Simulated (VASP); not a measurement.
# Br (Im-3m) in VASP: further runs

Runs on Br. Level: r2SCAN. Tasks: single point.

All numbers are computed with VASP 6.6.1; they aren't measurements. Logs are shortened: lines on timing, memory, paths and dates and some standing lists are left out, and cuts for length are marked.

## (1) The cell of the first run

The structure is cubic, space group Im-3m (No. 229). The conventional cell has a = 3.736 Å, b = 3.736 Å, c = 3.736 Å, α = 90.00°, β = 90.00°, γ = 90.00°. Br (site symmetry m-3m) has 14 Br at 3.24 to 3.74 Å within 4.3 Å.

## (2) Single point, r2SCAN

POSCAR

```
Br
1.0
    1.8682389348      1.8682389348      1.8682389348
   -1.8682389348      1.8682389348      1.8682389348
   -1.8682389348     -1.8682389348      1.8682389348
Br
1
Direct
    0.0000000000      0.0000000000      0.0000000000
```

INCAR.step1

```
ALGO     = Normal         # electronic algorithm
EDIFF    = 1E-4           # SCF threshold, eV
ENCUT    = 520            # plane-wave cutoff, eV
GGA      = PE             # functional
ISMEAR   = -1             # smearing method
LASPH    = True           # aspherical terms in the spheres
LCHARG   = False          # write CHGCAR
LREAL    = False          # projectors in reciprocal space
LWAVE    = True           # write WAVECAR
NBANDS   = 10             # bands
NELM     = 60             # most SCF steps
PREC     = Accurate       # precision mode
SIGMA    = 0.05           # smearing width, eV
```

INCAR.step2

```
ALGO     = Normal         # electronic algorithm
EDIFF    = 1E-6           # SCF threshold, eV
ENCUT    = 520            # plane-wave cutoff, eV
ISIF     = 2              # what is computed and relaxed
ISMEAR   = -1             # smearing method
ISTART   = 1            
LASPH    = True           # aspherical terms in the spheres
LCHARG   = False          # write CHGCAR
LMIXTAU  = True         
LREAL    = False          # projectors in reciprocal space
LWAVE    = False          # write WAVECAR
METAGGA  = R2SCAN         # meta-GGA
NBANDS   = 10             # bands
NELM     = 60             # most SCF steps
PREC     = Accurate       # precision mode
SIGMA    = 0.05           # smearing width, eV
```

KPOINTS

```
k-points
0
Gamma
  10 10 10
```

Potentials or basis: VASP PAW PBE potentials, release 64 (Br).

Command:

```bash
$ cat potpaw_PBE.64/Br/POTCAR > POTCAR
$ cp INCAR.step1 INCAR
$ mpirun -np 1 vasp_std > vasp.out
$ cp INCAR.step2 INCAR
$ mpirun -np 1 vasp_std > vasp.out
```

OUTCAR:

```text
EDIFF = 1E-6
   ENCUT = 520
   ISIF = 2
   ISMEAR = -1
   ISTART = 1
   LASPH = True
   LREAL = False
   METAGGA = R2SCAN
   NELM = 60
   PREC = Accurate

 ion  position               nearest neighbor table
   1  0.000  0.000  0.000-

  LATTYP: Found a body centered cubic cell.
 ALAT       =     3.7364778696

  Lattice vectors:

 A1 = (   1.8682389348,  -1.8682389348,  -1.8682389348)
 A2 = (   1.8682389348,   1.8682389348,   1.8682389348)
 A3 = (  -1.8682389348,  -1.8682389348,   1.8682389348)

Analysis of symmetry for initial positions (statically):
=====================================================================
 Subroutine PRICEL returns:
 Original cell was already a primitive cell.

 Routine SETGRP: Setting up the symmetry group for a
 body centered cubic supercell.

 Subroutine GETGRP returns: Found 48 space group operations
 (whereof 48 operations were pure point group operations)
 out of a pool of 48 trial point group operations.

The static configuration has the point symmetry O_h .

Analysis of symmetry for dynamics (positions and initial velocities):
=====================================================================
 Subroutine PRICEL returns:
 Original cell was already a primitive cell.

 Routine SETGRP: Setting up the symmetry group for a
 body centered cubic supercell.

 Subroutine GETGRP returns: Found 48 space group operations
 (whereof 48 operations were pure point group operations)
 out of a pool of 48 trial point group operations.

The dynamic configuration has the point symmetry O_h .

 Subroutine INISYM returns: Found 48 space group operations
 (whereof 48 operations are pure point group operations),
 and found     1 'primitive' translations

----------------------------------------------------------------------------------------

                                     Primitive cell

  volume of cell :      26.0830

  direct lattice vectors                    reciprocal lattice vectors
     1.868238935  1.868238935  1.868238935     0.267631720  0.000000000  0.267631720
    -1.868238935  1.868238935  1.868238935    -0.267631720  0.267631720  0.000000000
    -1.868238935 -1.868238935  1.868238935     0.000000000 -0.267631720  0.267631720

  length of vectors
     3.235884756  3.235884756  3.235884756     0.378488409  0.378488409  0.378488409

  position of ions in fractional coordinates (direct lattice)
     0.000000000  0.000000000  0.000000000

  ion indices of the primitive-cell ions
   primitive index   ion index
                 1           1

----------------------------------------------------------------------------------------

 KPOINTS: k-points

Automatic generation of k-mesh.
 Grid dimensions read from file:
 generate k-points for:   10   10   10

 Generating k-lattice:

  Cartesian coordinates                     Fractional coordinates (reciprocal lattice)
     0.026763172  0.000000000  0.026763172     0.100000000  0.000000000  0.000000000
    -0.026763172  0.026763172  0.000000000     0.000000000  0.100000000  0.000000000
     0.000000000 -0.026763172  0.026763172     0.000000000  0.000000000  0.100000000

  Length of vectors
     0.037848841  0.037848841  0.037848841

  Shift w.r.t. Gamma in fractional coordinates (k-lattice)
     0.000000000  0.000000000  0.000000000

 Subroutine IBZKPT returns following result:
 ===========================================

 Found     47 irreducible k-points:

 Following reciprocal coordinates:
            Coordinates               Weight
  0.000000  0.000000  0.000000      1.000000
  0.100000  0.000000  0.000000     12.000000
  0.200000  0.000000  0.000000     12.000000
  0.300000  0.000000  0.000000     12.000000
  0.400000  0.000000  0.000000     12.000000
  0.500000  0.000000  0.000000      6.000000
[... 16 lines left out ...]
  0.100000  0.300000  0.100000      8.000000
  0.500000  0.300000  0.100000     24.000000
 [... further k-points ...]
   k-points           NKPTS =     47   k-points in BZ     NKDIM =     47   number of bands    NBANDS=     10
   number of dos      NEDOS =    301   number of ions     NIONS =      1
   total plane-waves  NPLWV =  13824
   dimension x,y,z NGX =    24 NGY =   24 NGZ =   24
   dimension x,y,z NGXF=    48 NGYF=   48 NGZF=   48
   ions per type =               1
   NGX,Y,Z   is equivalent  to a cutoff of  12.33, 12.33, 12.33 a.u.
   NGXF,Y,Z  is equivalent  to a cutoff of  24.66, 24.66, 24.66 a.u.
 SYSTEM =  unknown system
   PREC   = accura    normal or accurate (medium, high low for compatibility)
   ISTART =      1    job   : 0-new  1-cont  2-samecut
   ICHARG =      0    charge: 1-file 2-atom 10-const
   ISPIN  =      1    spin polarized calculation?
   LNONCOLLINEAR =      F non collinear calculations
   LSORBIT =      F    spin-orbit coupling
   LASPH  =      T    aspherical Exc in radial PAW
   ENCUT  =  520.0 eV  38.22 Ry    6.18 a.u.   6.02  6.02  6.02*2*pi/ulx,y,z
   NELM   =     60;   NELMIN=  2; NELMDL=  0     # of ELM steps
   EDIFF  = 0.1E-05   stopping-criterion for ELM
   LREAL  =      F    real-space projection
   EDIFFG = 0.1E-04   stopping-criterion for IOM
   NSW    =      0    number of steps for IOM
   IBRION =     -1    ionic relax: 0-MD 1-quasi-New 2-CG
   NFREE  =      0    steps in history (QN), initial steepest desc. (CG)
   ISIF   =      2    stress and relaxation
   ISYM   =      2    0-nonsym 1-usesym 2-fastsym
   POTIM  = 0.5000    time-step for ionic-motion
   TEBEG  =    0.0;   TEEND  =   0.0 temperature during run
   PSTRESS=    0.0 pullay stress
   NELECT =       7.0000    total number of electrons
   NUPDOWN=      -1.0000    fix difference up-down
   EMIN   =  10.00;   EMAX   =-10.00  energy-range for DOS
   EFERMI =   0.00;   METHOD = LEGACY
   ISMEAR =    -1;   SIGMA  =   0.05  broadening in eV -4-tet -1-fermi 0-gaus
   EFERMI_NEDOS =   21; number of points for ismear=-14 and -15
   IALGO  =     38    algorithm
   IMIX   =      4    mixing-type and parameters
     AMIX     =   0.40;   BMIX     =  1.00
     AMIX_MAG =   1.60;   BMIX_MAG =  1.00
  volume/ion in A,a.u.               =      26.08       176.02
  Fermi-wavevector in a.u.,A,eV,Ry     =   1.055979  1.995510 15.171730  1.115091
  Thomas-Fermi vector in A             =   2.191197
   LORBIT       =      0    0 simple, 1 ext, 2 COOP (PROOUT), +10 PAW based schemes
   METAGGA = R2SCAN    functional components
   LHFCALC =     F    Hartree Fock is set to
   AEXX    =    0.0000 exact exchange contribution
   IVDW    =     0    specifies the selected vdW correction
   LEPSILON=     F    determine dielectric tensor
   LRPA    =     F    only Hartree local field effects (RPA)
 non-spin polarized calculation
  energy-cutoff  :      520.00
  volume of cell :       26.08
 maximum number of plane-waves:       713
   NGX = 13   NGY = 13   NGZ = 13

 number of electron       6.9999999 magnetization

 Free energy of the ion-electron system (eV)
  ---------------------------------------------------
  ext. energy  EPLUGINS =         0.00000000
  ---------------------------------------------------
  free energy    TOTEN  =       -12.59426651 eV

  energy without entropy =      -12.57524209  energy(sigma->0) =      -12.58475430

 E-fermi :   1.4024     XC(G=0):  -9.7969

 val. band max:        1.3732786378   @ k =   0.3000   0.2000   0.1000
 cond. band min:       1.4035681144   @ k =  -0.4000   0.2000  -0.0000
 fundamental gap:      0.0302894766
 Fermi energy:         1.4023626248

 k-point     1 :       0.0000    0.0000    0.0000
  band No.  band energies     occupation
      1     -14.6043      2.00000
      2       2.1816      0.00000
      3       2.1816      0.00000
      4       2.1816      0.00000
      5      10.3804      0.00000
      6      14.8572      0.00000
      7      14.8572      0.00000
      8      14.8572      0.00000
      9      17.5800      0.00000
     10      17.5800      0.00000

 k-point     2 :       0.1000    0.0000    0.0000
  band No.  band energies     occupation
      1     -14.4845      2.00000
      2       1.4736      0.38783
      3       1.9911      0.00002
      4       2.1568      0.00000
      5      11.0199      0.00000
      6      14.3292      0.00000
      7      14.5633      0.00000
      8      15.4474      0.00000
      9      16.7905      0.00000
     10      17.3436      0.00000

 k-point     3 :       0.2000    0.0000    0.0000
  band No.  band energies     occupation
      1     -14.1491      2.00000
      2      -0.0608      2.00000
      3       1.5384      0.12341
      4       2.0902      0.00000
      5      11.5384      0.00000
      6      13.3422      0.00000
      7      14.4210      0.00000
      8      17.0915      0.00000
      9      17.1064      0.00000
     10      17.1792      0.00000

 k-point     4 :       0.3000    0.0000    0.0000
  band No.  band energies     occupation
      1     -13.6802      2.00000
      2      -1.6596      2.00000
      3       1.0495      1.99828
      4       2.0049      0.00001
      5      10.7116      0.00000
      6      12.4768      0.00000
      7      15.8208      0.00000
      8      17.5093      0.00000
      9      18.3990      0.00000
     10      19.5353      0.00000
[... 222 lines left out ...]
 k-point    22 :       0.5000    0.2000    0.1000
  band No.  band energies     occupation
      1     -12.9067      2.00000
      2      -2.8061      2.00000
      3      -0.3026      2.00000
      4       1.2892      1.81163
      5      10.8427      0.00000
      6      12.8429      0.00000
      7      14.6424      0.00000
      8      16.3740      0.00000
      9      21.6243      0.00000
     10      24.2063      0.00000

 k-point    23 :       0.1000    0.3000    0.1000
  band No.  band energies     occupation
      1     -13.9503      2.00000
      2      -0.7271      2.00000
      3       1.5610      0.08044
      4       1.5610      0.08044
      5      12.7390      0.00000
      6      13.0376      0.00000
      7      13.0376      0.00000
      8      17.5470      0.00000
      9      17.5470      0.00000
     10      19.2657      0.00000

 k-point    24 :       0.5000    0.3000    0.1000
  band No.  band energies     occupation
      1     -12.8853      2.00000
      2      -2.3980      2.00000
      3      -0.9406      2.00000
      4       1.3002      1.77057
      5      11.8443      0.00000
      6      11.9296      0.00000
      7      14.4204      0.00000
      8      17.5177      0.00000
      9      19.6273      0.00000
     10      24.5513      0.00000

 [... further k-points ...]

------------------------ aborting loop because EDIFF is reached ----------------------------------------

  FORCE on cell =-STRESS in cart. coord.  units (eV):
  Direction    XX          YY          ZZ          XY          YZ          ZX
  --------------------------------------------------------------------------------------
  -------------------------------------------------------------------------------------
  Total        0.0511503      0.0511503      0.0511503      0.0000000      0.0000000      0.0000000
  in kB        3.1419636      3.1419636      3.1419636      0.0000000      0.0000000      0.0000000
  external PRESSURE =       3.1419636 kB  Pullay stress =       0.0000000 kB

 VOLUME and BASIS-vectors are now :
 -----------------------------------------------------------------------------
  energy-cutoff  :      520.00
  volume of cell :       26.08
      direct lattice vectors                 reciprocal lattice vectors
     1.868238935  1.868238935  1.868238935     0.267631720  0.000000000  0.267631720
    -1.868238935  1.868238935  1.868238935    -0.267631720  0.267631720  0.000000000
    -1.868238935 -1.868238935  1.868238935     0.000000000 -0.267631720  0.267631720

 POSITION                                       TOTAL-FORCE (eV/Angst)
 -----------------------------------------------------------------------------------
      0.00000      0.00000      0.00000         0.000000     -0.000000     -0.000000
 -----------------------------------------------------------------------------------
    total drift:                                0.000000      0.000000      0.000000

  FREE ENERGIE OF THE ION-ELECTRON SYSTEM (eV)
  ---------------------------------------------------
  free  energy   TOTEN  =       -12.5942665068 eV

  energy  without entropy=      -12.5752420892  energy(sigma->0) =      -12.58475430
```

Wall time 42 s (1 thread of Intel Xeon 8259CL, shared host); peak memory 0.14 GiB.

Results:

```yaml
Free_energy: -12.5943 eV
Pressure: 0.3 GPa
Band_gap_on_the_k_mesh: zero (an odd number of electrons rules out a gap without spin polarisation)
```

Levels at points of the mesh, in eV from the Fermi level:
```
           k point  band 1  band 2  band 3  band 4  band 5  band 6  band 7  band 8
(0.00, 0.00, 0.00)  -16.01    0.78    0.78    0.78    8.98   13.45   13.45   13.45
(0.50, 0.00, 0.00)  -14.45   -4.71   -0.83    0.50    8.30   10.33   17.44   17.48
(0.50, 0.50, 0.50)  -13.47   -2.71   -2.71   -2.71    6.99    6.99   21.43   21.43
```

Caveat: the PAW data sets were made with another functional, which shifts forces and pressure a little; an odd number of electrons without spin polarisation forces a metal; a magnetic or distorted state may lie lower.

## (3) Single point, r2SCAN

This run uses another cell than the first one, of 26.35 Å³/atom.

POSCAR

```
Br
1.0
    1.8745082400      1.8745082400      1.8745082400
   -1.8745082400      1.8745082400      1.8745082400
   -1.8745082400     -1.8745082400      1.8745082400
Br
1
Direct
    0.0000000000      0.0000000000      0.0000000000
```

INCAR.step1

```
PREC = Accurate ; ENCUT = 520
ISMEAR = -1 ; SIGMA = 0.05
LREAL = False ; LASPH = True
NELM = 100 ; NBANDS = 10
GGA = PE ; ALGO = Normal
EDIFF = 1E-4 ; LWAVE = True
LCHARG = False
```

INCAR.step2

```
PREC = Accurate ; ENCUT = 520
EDIFF = 1E-6 ; ISMEAR = -1
SIGMA = 0.05 ; LREAL = False
LASPH = True ; NELM = 100
ALGO = Normal ; ISIF = 2
LWAVE = False ; LCHARG = False
METAGGA = R2SCAN ; LMIXTAU = True
NBANDS = 10 ; ISTART = 1
```

KPOINTS

```
regular mesh
0
Gamma
  10 10 10
```

Potentials or basis: VASP PAW PBE potentials, release 64 (Br).

Command:

```bash
$ cat potpaw_PBE.64/Br/POTCAR > POTCAR
$ cp INCAR.step1 INCAR
$ mpirun -np 1 vasp_std > vasp.out
$ cp INCAR.step2 INCAR
$ mpirun -np 1 vasp_std > vasp.out
```

Run time: 55 s. Hardware: 1 thread of Intel Xeon 8259CL, shared host; peak memory 0.14 GiB.

The run converged. Its results:

* Free energy: -12.5945 eV
* Pressure: 0.0 GPa
* Band gap on the k mesh: zero (an odd number of electrons rules out a gap without spin polarisation)

Levels at points of the mesh, in eV from the Fermi level:
| k point | band 1 | band 2 | band 3 | band 4 | band 5 | band 6 | band 7 | band 8 |
| --- | --- | --- | --- | --- | --- | --- | --- | --- |
| (0.00, 0.00, 0.00) | -15.94 | 0.76 | 0.76 | 0.76 | 8.91 | 13.45 | 13.45 | 13.45 |
| (0.50, 0.00, 0.00) | -14.43 | -4.64 | -0.82 | 0.50 | 8.31 | 10.35 | 17.34 | 17.43 |
| (0.50, 0.50, 0.50) | -13.47 | -2.67 | -2.67 | -2.67 | 7.04 | 7.04 | 21.33 | 21.33 |

Caveat: the PAW data sets were made with another functional, which shifts forces and pressure a little; an odd number of electrons without spin polarisation forces a metal; a magnetic or distorted state may lie lower.

## (4) Single point, r2SCAN

This run uses another cell than the first one, of 26.35 Å³/atom.

POSCAR is that of step 3.

INCAR.step1

```
SYSTEM = Br
PREC = Accurate
ENCUT = 520
ISMEAR = -1
SIGMA = 0.05
LREAL = .False.
LASPH = .True.
NELM = 100
NBANDS = 10
GGA = PE
ALGO = Normal
EDIFF = 1E-4
LWAVE = .True.
LCHARG = .False.
```

INCAR.step2

```
SYSTEM = Br
PREC = Accurate
ENCUT = 520
EDIFF = 1E-6
ISMEAR = -1
SIGMA = 0.05
LREAL = .False.
LASPH = .True.
NELM = 100
ALGO = Normal
ISIF = 2
LWAVE = .False.
LCHARG = .True.
METAGGA = R2SCAN
LMIXTAU = .True.
LELF = .True.
LVHAR = .True.
NBANDS = 10
ISTART = 1
```

KPOINTS

```
Automatic mesh
0
Gamma
  10 10 10
  0 0 0
```

Command:

```bash
$ cat potpaw_PBE.64/Br/POTCAR > POTCAR
$ cp INCAR.step1 INCAR
$ mpirun -np 1 vasp_std > vasp.out
$ cp INCAR.step2 INCAR
$ mpirun -np 1 vasp_std > vasp.out
```

Run time: 44 s. Hardware: 1 thread of Intel Xeon 8259CL, shared host; peak memory 0.14 GiB.

It converged, with:

- Free energy: -12.5945 eV
- Pressure: 0.0 GPa
- Band gap on the k mesh: zero (an odd number of electrons rules out a gap without spin polarisation)

Levels at points of the mesh, in eV from the Fermi level:
```csv
k point,band 2,band 3,band 4,band 5,band 6,band 7
"(0.00, 0.00, 0.00)",0.76,0.76,0.76,8.91,13.45,13.45
"(0.50, 0.00, 0.00)",-4.64,-0.82,0.50,8.31,10.35,17.34
"(0.50, 0.50, 0.50)",-2.67,-2.67,-2.67,7.04,7.04,21.33
```

Caveat: the PAW data sets were made with another functional, which shifts forces and pressure a little; an odd number of electrons without spin polarisation forces a metal; a magnetic or distorted state may lie lower.

## (5) Single point, r2SCAN

This run uses another cell than the first one, of 26.61 Å³/atom.

POSCAR

```
Br
1.0
    1.8807358879      1.8807358879      1.8807358879
   -1.8807358879      1.8807358879      1.8807358879
   -1.8807358879     -1.8807358879      1.8807358879
Br
1
Direct
    0.0000000000      0.0000000000      0.0000000000
```

INCAR.step1

```
SYSTEM = Br
  ALGO = Normal
  EDIFF = 1E-4
  ENCUT = 520
  GGA = PE
  ISMEAR = -1
  LASPH = .TRUE.
  LCHARG = .FALSE.
  LREAL = .FALSE.
  LWAVE = .TRUE.
  NBANDS = 10
  NELM = 100
  PREC = Accurate
  SIGMA = 0.05
```

INCAR.step2

```
SYSTEM = Br
  ALGO = Normal
  EDIFF = 1E-6
  ENCUT = 520
  ISIF = 2
  ISMEAR = -1
  ISTART = 1
  LASPH = .TRUE.
  LCHARG = .FALSE.
  LMIXTAU = .TRUE.
  LREAL = .FALSE.
  LWAVE = .FALSE.
  METAGGA = R2SCAN
  NBANDS = 10
  NELM = 100
  PREC = Accurate
  SIGMA = 0.05
```

KPOINTS

```
k-points
0
G
  10 10 10
  0 0 0
```

Command:

```bash
$ cat potpaw_PBE.64/Br/POTCAR > POTCAR
$ cp INCAR.step1 INCAR
$ mpirun -np 1 vasp_std > vasp.out
$ cp INCAR.step2 INCAR
$ mpirun -np 1 vasp_std > vasp.out
```

Run time: 55 s. Hardware: 1 thread of Intel Xeon 8259CL, shared host; peak memory 0.14 GiB.

The run converged. Its results:

```yaml
Free_energy: -12.5942 eV
Pressure: -0.3 GPa
Band_gap_on_the_k_mesh: zero (an odd number of electrons rules out a gap without spin polarisation)
```

Levels at points of the mesh, in eV from the Fermi level:
| k point | band 1 | band 2 | band 3 | band 4 | band 5 | band 6 | band 7 | band 8 |
| --- | --- | --- | --- | --- | --- | --- | --- | --- |
| (0.00, 0.00, 0.00) | -15.88 | 0.75 | 0.75 | 0.75 | 8.85 | 13.45 | 13.45 | 13.45 |
| (0.50, 0.00, 0.00) | -14.40 | -4.56 | -0.81 | 0.49 | 8.32 | 10.37 | 17.24 | 17.39 |
| (0.50, 0.50, 0.50) | -13.46 | -2.62 | -2.62 | -2.62 | 7.08 | 7.08 | 21.22 | 21.22 |

Caveat: the PAW data sets were made with another functional, which shifts forces and pressure a little; an odd number of electrons without spin polarisation forces a metal; a magnetic or distorted state may lie lower.

## (6) Overview

```csv
cell,gap on the mesh (eV),pressure (GPa)
"a = 3.236 Å, angles 70.5, 109.5, 70.5°, 1 atom",none,0.3
"a = 3.247 Å, angles 70.5, 109.5, 70.5°, 1 atom",none,0.0
"a = 3.258 Å, angles 70.5, 109.5, 70.5°, 1 atom",none,-0.3
```

Alike in all rows: task single point; level r2SCAN; potentials or basis VASP PAW PBE potentials, release 64 (Br); no spin polarisation; k mesh 10 × 10 × 10; cutoff (eV) 520; smearing fermi-dirac 0.05 eV.

Caveats: the PAW data sets were made with another functional, which shifts forces and pressure a little; an odd number of electrons without spin polarisation forces a metal; a magnetic or distorted state may lie lower.

Total energies depend on the potentials used, so only differences within one code and one set of settings carry meaning.
